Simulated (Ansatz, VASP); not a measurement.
LiCl: VASP beside Ansatz

```
Li Cl
1.0
     0.00000    2.51770    2.51770
     2.51770    0.00000    2.51770
     2.51770    2.51770    0.00000
Li Cl
1 1
Direct
  0.00000 0.00000 0.00000
  0.50000 0.50000 0.50000
```

Change from the starting cell: hydrostatic strain -1.5%.

Alike in both runs: task single point; functional r2SCAN; k mesh 8 × 8 × 8; no spin polarisation.

```csv
,VASP,Ansatz
version,VASP 6.6.1,Ansatz 0.2.0
potentials or method,"VASP PAW PBE potentials, release 64 (Li_sv, Cl)","plane waves, PAW"
plane-wave cutoff (eV),520,500
occupations,"gaussian, width 0.01 eV",fixed
valence electrons in the cell,10,10
```

Ansatz gave:

* gap on the k mesh at the Fermi level (eV): 7.59

Q: Estimate VASP's values.

A: gap on the k mesh at the Fermi level (eV): 7.60.

VASP's potentials were made for PBE, not for r2SCAN.

Noted on VASP's run: the cutoff is short for stress, so the pressure is rough.
